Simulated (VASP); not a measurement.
Write the native input for VASP 6.6.1 that does the following.

```yaml
Task: relaxation of cell and atoms
Functional: PBE
Potentials_or_basis: VASP PAW PBE potentials, release 64 (Mg_sv, S)
Cutoff: 840 eV
k_mesh: 6 × 6 × 6
Occupations: gaussian, width 0.02 eV
Spin: no spin polarisation
Dipole_correction: no
Further_INCAR_settings: ALGO = Normal; EDIFF = 1e-07; IBRION = 2; EDIFFG = -0.01; NSW = 100; ISIF = 3
```

The structure of MgS lies in POSCAR:

```
MgS
1.0
    5.6086372125      0.0000000000      0.0000000000
   -2.8043186063      4.8572223067      0.0000000000
    0.0000000000      0.0000000000      4.4496121493
Mg S
1 1
Direct
    0.0000000000      0.0000000000      0.0000000000
    0.0000000000      0.0000000000      0.5000000000
```

The cell was generated, and may not be a known phase.

These files were run (other wordings do the same):

INCAR

```
PREC = Accurate ; ENCUT = 840
EDIFF = 1E-7 ; ISMEAR = 0
SIGMA = 0.02 ; LREAL = F
LASPH = T ; NELM = 120
ALGO = Normal ; ISIF = 3
LWAVE = F ; LCHARG = F
GGA = PE ; IBRION = 2
NSW = 100 ; EDIFFG = -0.01
GGA_COMPAT = F ; NELMIN = 4
```

KPOINTS

```
Automatic mesh
0
Gamma
  6 6 6
```

Potentials or basis: VASP PAW PBE potentials, release 64 (Mg_sv, S).

Run with:

```console
$ cat potpaw_PBE.64/Mg_sv/POTCAR potpaw_PBE.64/S/POTCAR > POTCAR
$ mpirun -np 1 vasp_std > vasp.out
```

It gave:

- Relaxed volume: 65.66 Å³/atom
- Relaxed cell: a = 5.836 Å, b = 5.836 Å, c = 4.452 Å, α = 90.00°, β = 90.00°, γ = 120.00°
- Space group after relaxing (to 0.1 Å): P6/mmm (No. 191)
- Energy gained by relaxing: 1.3 meV/atom
- Ionic steps: 11
- Pressure after relaxing: 0.0 GPa
- Band gap on the k mesh: 2.19 eV (least direct gap 2.46 eV)

It took 9.4 min on 1 thread of Intel(R) Xeon(R) Platinum 8259CL CPU @ 2.50GHz (Skylake/Cascade Lake), on a shared host, peak memory 0.4 GiB.
